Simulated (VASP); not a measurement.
# Cu12CO in VASP: notebook

Cu12CO is run at these levels: PBE+D3(BJ); tasks: single point.

Everything below comes from runs of VASP 6.6.1. Logs are shortened: lines on timing, memory, paths and dates and some standing lists are left out, and cuts for length are marked.

**1. The cell of the first run**

The cell holds a slab with vacuum, 14 atoms: a = 5.105 Å, b = 5.105 Å, c = 19.168 Å, α = 90.00°, β = 90.00°, γ = 60.00°.

**2. Single point, PBE+D3(BJ)**

File INCAR:

```
  ALGO = Normal
  EDIFF = 1E-7
  ENCUT = 520
  GGA = PE
  ISIF = 2
  ISMEAR = -1
  IVDW = 12
  LASPH = True
  LCHARG = True
  LELF = True
  LREAL = False
  LVHAR = True
  LWAVE = False
  NBANDS = 84
  NELM = 80
  PREC = Accurate
  SIGMA = 0.05
```

File KPOINTS:

```
k-points
0
Gamma
  2 2 1
```

File POSCAR:

```
Cu12CO
1.0
    5.1053110000      0.0000000000      0.0000000000
    2.5526550000      4.4213290000      0.0000000000
    0.0000000000      0.0000000000     19.1684690000
Cu C O
12 1 1
Direct
    0.1666599093      0.1666693431      0.0521690073
    0.6666686257      0.1666693431      0.0521690073
    0.1666700955      0.6666773723      0.0521690073
    0.6666592245      0.6666773723      0.0521690073
   -0.1685719311      0.3262141315      0.1495528933
    0.3446054631      0.3468866488      0.1402511593
   -0.1682280625      0.8304516583      0.1483999583
    0.3259789280      0.8306552170      0.1493703018
   -0.0136255831     -0.0156061673      0.2553829416
    0.5294067037     -0.0251055735      0.2456638556
   -0.0378114035      0.5400412410      0.2488879002
    0.5215455187      0.5223768690      0.2578192343
    0.7573392964      0.6402147409      0.3621989842
    0.7303233353      0.7022775279      0.4220316187
```

Potentials or basis: VASP PAW PBE potentials, release 64 (Cu, C, O).

The run is started by

```console
cat potpaw_PBE.64/Cu/POTCAR potpaw_PBE.64/C/POTCAR potpaw_PBE.64/O/POTCAR > POTCAR
mpirun -np 1 vasp_std > vasp.out
```

OUTCAR:

```text
EDIFF = 1E-7
   ENCUT = 520
   GGA = PE
   ISIF = 2
   ISMEAR = -1
   IVDW = 12
   LASPH = True
   LREAL = False
   NELM = 80
   PREC = Accurate
 IVDW          = 12

 ion  position               nearest neighbor table
   1  0.167  0.167  0.052-   6 2.31   8 2.38   5 2.38   3 2.55   2 2.55   4 2.55   4 2.55   2 2.55
                             3 2.55
   2  0.667  0.167  0.052-   6 2.21   5 2.35   7 2.37   1 2.55   4 2.55   3 2.55   4 2.55   3 2.55
                             1 2.55
   3  0.167  0.667  0.052-   6 2.20   8 2.35   7 2.37   1 2.55   4 2.55   2 2.55   2 2.55   4 2.55
                             1 2.55
   4  0.667  0.667  0.052-   7 2.35   8 2.40   5 2.40   3 2.55   1 2.55   2 2.55   2 2.55   1 2.55
                             3 2.55
   5  0.831  0.326  0.150-   2 2.35   1 2.38   4 2.40   6 2.44  11 2.45  12 2.50   8 2.53   7 2.53
                             9 2.53   7 2.58   8 2.58   6 2.68
   6  0.345  0.347  0.140-   3 2.20   2 2.21   1 2.31   8 2.43   5 2.44   7 2.55   7 2.57  10 2.61
                             5 2.68  11 2.68   8 2.69  12 2.74
   7  0.832  0.830  0.148-  10 2.29  11 2.32   4 2.35   3 2.37   2 2.37   9 2.46   8 2.52   5 2.53
                             6 2.55   6 2.57   5 2.58   8 2.58
   8  0.326  0.831  0.149-   3 2.35   1 2.38   4 2.40  10 2.41   6 2.43  12 2.49   7 2.52   5 2.53
                             9 2.53   5 2.58   7 2.58   6 2.69
   9  0.986  0.984  0.255-  11 2.34  10 2.36   7 2.46   8 2.53   5 2.53  12 2.57  12 2.58  10 2.75
                            11 2.78
  10  0.529  0.975  0.246-  11 2.22   7 2.29  12 2.34   9 2.36   8 2.41   6 2.61   9 2.75  12 2.78

  11  0.962  0.540  0.249-  10 2.22  12 2.30   7 2.32   9 2.34  13 2.35   5 2.45   6 2.68   9 2.78

  12  0.522  0.522  0.258-  11 2.30  10 2.34   8 2.49   5 2.50   9 2.57   9 2.58   6 2.74  10 2.78

  13  0.757  0.640  0.362-  14 1.18  11 2.35
  14  0.730  0.702  0.422-  13 1.18

  LATTYP: Found a hexagonal cell.
 ALAT       =     5.1053107325
 C/A-ratio  =     3.7546135788

  Lattice vectors:

 A1 = (  -2.5526550000,  -4.4213290000,   0.0000000000)
 A2 = (   5.1053110000,   0.0000000000,   0.0000000000)
 A3 = (   0.0000000000,   0.0000000000,  19.1684690000)

Analysis of symmetry for initial positions (statically):
=====================================================================
 Subroutine PRICEL returns:
 Original cell was already a primitive cell.

 Routine SETGRP: Setting up the symmetry group for a
 hexagonal supercell.

 Subroutine GETGRP returns: Found  1 space group operations
 (whereof  1 operations were pure point group operations)
 out of a pool of 24 trial point group operations.

The static configuration has the point symmetry C_1 .

Analysis of symmetry for dynamics (positions and initial velocities):
=====================================================================
 Subroutine PRICEL returns:
 Original cell was already a primitive cell.

 Routine SETGRP: Setting up the symmetry group for a
 hexagonal supercell.

 Subroutine GETGRP returns: Found  1 space group operations
 (whereof  1 operations were pure point group operations)
 out of a pool of 24 trial point group operations.

The dynamic configuration has the point symmetry C_1 .

 Subroutine INISYM returns: Found  1 space group operations
 (whereof  1 operations are pure point group operations),
 and found     1 'primitive' translations

----------------------------------------------------------------------------------------

                                     Primitive cell

  volume of cell :     432.6757

  direct lattice vectors                    reciprocal lattice vectors
     5.105311000  0.000000000  0.000000000     0.195874453 -0.113088147  0.000000000
     2.552655000  4.421329000  0.000000000     0.000000000  0.226176337  0.000000000
     0.000000000  0.000000000 19.168469000     0.000000000  0.000000000  0.052169007

  length of vectors
     5.105311000  5.105310732 19.168469000     0.226176326  0.226176337  0.052169007

  position of ions in fractional coordinates (direct lattice)
     0.166659909  0.166669343  0.052169007
     0.666668626  0.166669343  0.052169007
     0.166670096  0.666677372  0.052169007
     0.666659225  0.666677372  0.052169007
[... 34 lines left out ...]
 generate k-points for:    2    2    1

 Generating k-lattice:

  Cartesian coordinates                     Fractional coordinates (reciprocal lattice)
     0.097937227 -0.056544073  0.000000000     0.500000000  0.000000000  0.000000000
     0.000000000  0.113088169  0.000000000     0.000000000  0.500000000  0.000000000
     0.000000000  0.000000000  0.052169007     0.000000000  0.000000000  1.000000000

  Length of vectors
     0.113088163  0.113088169  0.052169007

  Shift w.r.t. Gamma in fractional coordinates (k-lattice)
     0.000000000  0.000000000  0.000000000

 Subroutine IBZKPT returns following result:
 ===========================================

 Found      4 irreducible k-points:

 Following reciprocal coordinates:
            Coordinates               Weight
  0.000000  0.000000  0.000000      1.000000
  0.500000 -0.000000  0.000000      1.000000
  0.500000  0.500000  0.000000      1.000000
  0.000000  0.500000  0.000000      1.000000
   k-points           NKPTS =      4   k-points in BZ     NKDIM =      4   number of bands    NBANDS=     84
   number of dos      NEDOS =    301   number of ions     NIONS =     14
   total plane-waves  NPLWV = 230400
   dimension x,y,z NGX =    40 NGY =   40 NGZ =  144
   dimension x,y,z NGXF=    80 NGYF=   80 NGZF=  288
   ions per type =              12   1   1
   NGX,Y,Z   is equivalent  to a cutoff of  13.03, 13.03, 12.49 a.u.
   NGXF,Y,Z  is equivalent  to a cutoff of  26.05, 26.05, 24.98 a.u.
 SYSTEM =  unknown system
   PREC   = accura    normal or accurate (medium, high low for compatibility)
   ISTART =      0    job   : 0-new  1-cont  2-samecut
   ICHARG =      2    charge: 1-file 2-atom 10-const
   ISPIN  =      1    spin polarized calculation?
   LNONCOLLINEAR =      F non collinear calculations
   LSORBIT =      F    spin-orbit coupling
   LASPH  =      T    aspherical Exc in radial PAW
   ENCUT  =  520.0 eV  38.22 Ry    6.18 a.u.   9.49  9.49 35.64*2*pi/ulx,y,z
   NELM   =     80;   NELMIN=  2; NELMDL= -5     # of ELM steps
   EDIFF  = 0.1E-06   stopping-criterion for ELM
   LREAL  =      F    real-space projection
   EDIFFG = 0.1E-05   stopping-criterion for IOM
   NSW    =      0    number of steps for IOM
   IBRION =     -1    ionic relax: 0-MD 1-quasi-New 2-CG
   NFREE  =      0    steps in history (QN), initial steepest desc. (CG)
   ISIF   =      2    stress and relaxation
   ISYM   =      2    0-nonsym 1-usesym 2-fastsym
   POTIM  = 0.5000    time-step for ionic-motion
   TEBEG  =    0.0;   TEEND  =   0.0 temperature during run
   PSTRESS=    0.0 pullay stress
   NELECT =     142.0000    total number of electrons
   NUPDOWN=      -1.0000    fix difference up-down
   EMIN   =  10.00;   EMAX   =-10.00  energy-range for DOS
   EFERMI =   0.00;   METHOD = LEGACY
   ISMEAR =    -1;   SIGMA  =   0.05  broadening in eV -4-tet -1-fermi 0-gaus
   EFERMI_NEDOS =   21; number of points for ismear=-14 and -15
   IALGO  =     38    algorithm
   IMIX   =      4    mixing-type and parameters
     AMIX     =   0.40;   BMIX     =  1.00
     AMIX_MAG =   1.60;   BMIX_MAG =  1.00
  volume/ion in A,a.u.               =      30.91       208.56
  Fermi-wavevector in a.u.,A,eV,Ry     =   1.129233  2.133940 17.349694  1.275167
  Thomas-Fermi vector in A             =   2.265925
   LORBIT       =      0    0 simple, 1 ext, 2 COOP (PROOUT), +10 PAW based schemes
   GGA     = PE    functional components
   LHFCALC =     F    Hartree Fock is set to
   AEXX    =    0.0000 exact exchange contribution
   IVDW    =    12    specifies the selected vdW correction
   LEPSILON=     F    determine dielectric tensor
   LRPA    =     F    only Hartree local field effects (RPA)
 non-spin polarized calculation
  energy-cutoff  :      520.00
  volume of cell :      432.68
 maximum number of plane-waves:     11783
 NGX is ok and might be reduce to    40
   NGX = 19   NGY = 19   NGZ = 71

 number of electron     142.0000004 magnetization

 Free energy of the ion-electron system (eV)
  ---------------------------------------------------
  ext. energy  EPLUGINS =         0.00000000
  ---------------------------------------------------
  free energy    TOTEN  =       -52.81928781 eV

  energy without entropy =      -52.75446236  energy(sigma->0) =      -52.78687509

 E-fermi :  -0.1227     XC(G=0):  -5.5451

 val. band max:       -0.2271790991   @ k =   0.0000   0.5000   0.0000
 cond. band min:      -0.0793472986   @ k =   0.5000   0.5000   0.0000
 fundamental gap:      0.1478318005
 Fermi energy:        -0.1227272513

 k-point     1 :       0.0000    0.0000    0.0000
  band No.  band energies     occupation
      1     -24.4182      2.00000
      2     -10.0783      2.00000
      3      -9.1613      2.00000
      4      -7.5709      2.00000
      5      -7.1936      2.00000
      6      -7.1564      2.00000
[... 333 lines left out ...]
     82       5.4545      0.00000
     83       5.5816      0.00000
 [bands above 83 left out]

------------------------ aborting loop because EDIFF is reached ----------------------------------------

 Edisp (eV)   -5.07118

 E8    (eV) :    -2.2542

  FORCE on cell =-STRESS in cart. coord.  units (eV):
  Direction    XX          YY          ZZ          XY          YZ          ZX
  --------------------------------------------------------------------------------------
  -------------------------------------------------------------------------------------
  Total       6.21564     6.65712     6.47181     0.05380    -1.29623    -0.30643
  in kB      23.01623    24.65100    23.96481     0.19922    -4.79988    -1.13468
  external pressure =       23.88 kB  Pullay stress =        0.00 kB

 VOLUME and BASIS-vectors are now :
 -----------------------------------------------------------------------------
  energy-cutoff  :      520.00
  volume of cell :      432.68
      direct lattice vectors                 reciprocal lattice vectors
     5.105311000  0.000000000  0.000000000     0.195874453 -0.113088147  0.000000000
     2.552655000  4.421329000  0.000000000     0.000000000  0.226176337  0.000000000
     0.000000000  0.000000000 19.168469000     0.000000000  0.000000000  0.052169007

 POSITION                                       TOTAL-FORCE (eV/Angst)
 -----------------------------------------------------------------------------------
      1.27630      0.73690      1.00000        -0.270027     -0.167349     -1.056288
      3.82900      0.73690      1.00000         0.600936     -0.466073     -1.869265
      2.55270      2.94760      1.00000        -0.091978      0.748157     -1.978078
      5.10530      2.94760      1.00000        -0.101900     -0.026707     -0.987329
      5.07741      1.44230      2.86670         0.530830      0.121319      1.001505
      2.64480      1.53370      2.68840        -1.063306     -0.589586      3.586125
      6.36631      3.67170      2.84460         0.197772      0.029245     -0.234784
      3.78460      3.67260      2.86320         0.306498      0.381126      0.961404
      7.54857      4.35233      4.89530         1.388514      0.807147     -0.080291
      5.19136      4.31033      4.70900        -1.452786      2.803000      0.573388
      6.29081      2.38770      4.77080         1.533025     -2.584597      1.118735
      3.99610      2.30960      4.94200        -1.606901     -0.850117      0.030025
      5.50070      2.83060      6.94280         0.098265      0.239763      1.058714
      5.52120      3.10500      8.08970        -0.068941     -0.445327     -2.123862
 -----------------------------------------------------------------------------------
    total drift:                                0.000004     -0.000513      0.002432

  FREE ENERGIE OF THE ION-ELECTRON SYSTEM (eV)
  ---------------------------------------------------
  free  energy   TOTEN  =       -57.8904667927 eV

  energy  without entropy=      -57.8256413440  energy(sigma->0) =      -57.85805407
```

Run time: 9.5 min. Hardware: 1 thread of AMD EPYC 7R43 (Zen 3), shared host; peak memory 0.56 GiB.

What came out:

| Quantity | Value |
| --- | --- |
| Free energy | -57.8905 eV |
| Largest force | 3.787 eV/Å |
| Band gap on the k mesh | 0.15 eV, indirect (least direct gap 0.17 eV) |
| Dispersion energy per atom | -0.362 eV |

Forces in eV/Å, atoms in the order of the input:
```
Cu  -0.270 -0.167 -1.056
Cu   0.601 -0.466 -1.869
Cu  -0.092  0.748 -1.978
Cu  -0.102 -0.027 -0.987
Cu   0.531  0.121  1.002
Cu  -1.063 -0.590  3.586
Cu   0.198  0.029 -0.235
Cu   0.306  0.381  0.961
Cu   1.389  0.807 -0.080
Cu  -1.453  2.803  0.573
Cu   1.533 -2.585  1.119
Cu  -1.607 -0.850  0.030
C    0.098  0.240  1.059
O   -0.069 -0.445 -2.124
```

Caveat: the k points lie up to 0.71 Å⁻¹ apart.

**3. Single point, PBE+D3(BJ)**

File INCAR:

```
SYSTEM = Cu12CO
PREC = Accurate
ENCUT = 520
EDIFF = 1E-6
ISMEAR = -1
SIGMA = 0.05
LREAL = .FALSE.
LASPH = .TRUE.
NELM = 60
ALGO = Normal
ISIF = 2
LWAVE = .FALSE.
LCHARG = .FALSE.
GGA = PE
IVDW = 12
NBANDS = 84
```

File KPOINTS:

```
Automatic mesh
0
G
  2 2 1
  0 0 0
```

File POSCAR:

```
Cu12CO
1.0
    5.1053110000      0.0000000000      0.0000000000
    2.5526550000      4.4213290000      0.0000000000
    0.0000000000      0.0000000000     19.1684690000
Cu C O
12 1 1
Direct
    0.1666599093      0.1666693431      0.0521690073
    0.6666686257      0.1666693431      0.0521690073
    0.1666700955      0.6666773723      0.0521690073
    0.6666592245      0.6666773723      0.0521690073
   -0.1810416670      0.3263950726      0.1627464353
    0.3230744094      0.3548480559      0.1547280589
   -0.2102776993      0.8852089496      0.1823358976
    0.3071727462      0.8692861355      0.1660539504
    0.0184119811      0.0005880585      0.2843315238
    0.5612589212     -0.0557072319      0.3150382015
    0.0301342424      0.4855553613      0.2890789035
    0.5139054597      0.4821853339      0.2714249114
    0.6229001661      0.5484097655      0.3689757382
    0.6814582625      0.5363998020      0.4278849813
```

Potentials or basis: VASP PAW PBE potentials, release 64 (Cu, C, O).

The run is started by

```console
cat potpaw_PBE.64/Cu/POTCAR potpaw_PBE.64/C/POTCAR potpaw_PBE.64/O/POTCAR > POTCAR
mpirun -np 1 vasp_std > vasp.out
```

Run time: 8.1 min. Hardware: 1 thread of AMD EPYC 7R43 (Zen 3), shared host; peak memory 0.51 GiB.

It converged, with:

- Free energy: -58.7150 eV
- Largest force: 2.481 eV/Å
- Band gap on the k mesh: zero (band 71 reaches -0.28 eV, above the bottom of band 72 at -0.45 eV)
- Dispersion energy per atom: -0.335 eV

Forces on the atoms (eV/Å):
```
Cu  -0.088  0.015  0.012
Cu   0.013 -0.299 -0.010
Cu  -0.225  0.426 -0.163
Cu   0.197  0.215  0.401
Cu   0.700  1.075  0.160
Cu  -0.433  0.402  1.138
Cu  -0.258 -1.107  0.283
Cu   0.187 -0.752  0.325
Cu   0.099 -0.207 -0.420
Cu  -0.494  0.527 -0.754
Cu   0.193 -0.422 -0.837
Cu  -0.051 -0.031  0.680
C    0.261  0.476 -2.421
O   -0.101 -0.319  1.607
```

Levels at points of the mesh, in eV from the Fermi level:
```csv
k point,band 69,band 70,band 71,band 72,band 73,band 74,band 75,band 76
"(0.00, 0.00, 0.00)",-0.10,-0.01,0.13,0.45,0.72,0.88,1.17,1.39
"(0.50, 0.00, 0.00)",-1.14,-0.33,-0.18,-0.01,0.36,0.55,1.44,2.04
"(0.50, 0.50, 0.00)",-1.17,-0.32,-0.12,-0.01,0.46,0.65,1.53,1.91
"(0.00, 0.50, 0.00)",-1.20,-0.36,-0.08,-0.05,0.42,0.66,1.62,1.83
```

Caveat: the k points lie up to 0.71 Å⁻¹ apart. With open d or f shells a metallic result of PBE can be an artefact of self-interaction; +U or a hybrid may open a gap.

**4. Single point, PBE+D3(BJ)**

File INCAR:

```
PREC = Accurate ; ENCUT = 520
EDIFF = 1E-6 ; ISMEAR = -1
SIGMA = 0.05 ; LREAL = False
LASPH = True ; NELM = 60
ALGO = Normal ; ISIF = 2
LWAVE = False ; LCHARG = False
GGA = PE ; IVDW = 12
NBANDS = 84
```

File KPOINTS:

```
Automatic mesh
0
Gamma
  2 2 1
```

File POSCAR:

```
Cu12CO
1.0
    5.1053110000      0.0000000000      0.0000000000
    2.5526550000      4.4213290000      0.0000000000
    0.0000000000      0.0000000000     19.1684690000
Cu C O
12 1 1
Direct
    0.1666599093      0.1666693431      0.0521690073
    0.6666686257      0.1666693431      0.0521690073
    0.1666700955      0.6666773723      0.0521690073
    0.6666592245      0.6666773723      0.0521690073
   -0.1816495303      0.3281592480      0.1581764303
    0.3453182101      0.3039357623      0.1588337598
   -0.2135533850      0.9057457611      0.2097507109
    0.3156288552      0.8316503929      0.1863529111
    0.0855364225     -0.1474895897      0.3078023602
    0.5317774370     -0.0268697489      0.3210532881
    0.0671321313      0.4157121083      0.2807788144
    0.5641808671      0.4177929306      0.2886563345
    0.6589919991      0.5390234475      0.3670402681
    0.6255783642      0.6563863490      0.4231584693
```

The run is started by

```console
cat potpaw_PBE.64/Cu/POTCAR potpaw_PBE.64/C/POTCAR potpaw_PBE.64/O/POTCAR > POTCAR
mpirun -np 1 vasp_std > vasp.out
```

Run time: 8.1 min. Hardware: 1 thread of AMD EPYC 7R43 (Zen 3), shared host; peak memory 0.54 GiB.

Results (log left out):

- Free energy: -58.1330 eV
- Largest force: 1.851 eV/Å
- Band gap on the k mesh: zero (band 71 reaches -0.05 eV, above the bottom of band 72 at -0.48 eV)
- Dispersion energy per atom: -0.329 eV

Forces in eV/Å, atoms in the order of the input:
```
Cu  -0.049 -0.205  0.038
Cu  -0.078 -0.393 -0.159
Cu  -0.114  0.219  0.281
Cu   0.113  0.312  0.258
Cu   0.567  0.594  0.750
Cu  -0.429  0.804  0.476
Cu  -0.200 -0.803 -0.491
Cu   0.130 -0.169  0.106
Cu   0.429  1.310  0.194
Cu  -0.221 -0.375 -0.409
Cu  -0.672 -0.559 -0.504
Cu  -0.118 -1.007 -1.520
C    0.621  1.143  1.316
O    0.021 -0.870 -0.336
```

Levels at points of the mesh, in eV from the Fermi level:
```csv
k point,band 69,band 70,band 71,band 72,band 73,band 74,band 75,band 76
"(0.00, 0.00, 0.00)",-0.16,0.06,0.39,0.55,0.74,1.14,1.27,1.53
"(0.50, 0.00, 0.00)",-1.04,-0.40,-0.26,-0.04,0.42,0.66,1.43,1.96
"(0.50, 0.50, 0.00)",-1.06,-0.46,-0.16,-0.01,0.49,0.65,1.34,2.03
"(0.00, 0.50, 0.00)",-1.33,-0.30,-0.19,-0.03,0.42,0.58,1.55,2.14
```

Caveat: the k points lie up to 0.71 Å⁻¹ apart. With open d or f shells a metallic result of PBE can be an artefact of self-interaction; +U or a hybrid may open a gap.
